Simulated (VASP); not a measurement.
MnPt2:

```
CELL_PARAMETERS angstrom
2.87733 0.00000 0.00000
-1.43867 2.49185 0.00000
0.00000 0.00000 6.57577
ATOMIC_POSITIONS crystal
Pt 0.66667 0.33333 0.31621
Pt 0.33333 0.66667 0.68379
Mn 0.00000 0.00000 0.00000
```

Base run:

```yaml
Program: VASP 6.6.1
Functional: r2SCAN
Potentials_or_basis: VASP PAW PBE potentials, release 64 (Pt, Mn_pv)
Cutoff: 520 eV
k_mesh: 11 × 11 × 4
Occupations: fermi-dirac, width 0.05 eV
Spin: collinear spin, ferromagnetic start
Starting_moments: "[0.0, 0.0, 4.0] μB"
```

Its results: pressure -5.5 GPa; net moment 4.82 μB per cell; site moments Pt +0.29; Mn +4.07 μB; largest force 0.004 eV/Å.

Q: The run is repeated on the same cell with these changes: functional from r2SCAN to LDA; potentials or basis from VASP PAW PBE potentials, release 64 (Pt, Mn_pv) to VASP PAW LDA potentials, release 64 (Pt, Mn_pv). What comes out?

A: Pressure -18.6 GPa; net moment 4.28 μB per cell; site moments Pt +0.26; Mn +3.57 μB; largest force 0.133 eV/Å.

Caveats: the cell stands under tension; the PAW data sets were made with another functional, which shifts forces and pressure a little (at least some runs).
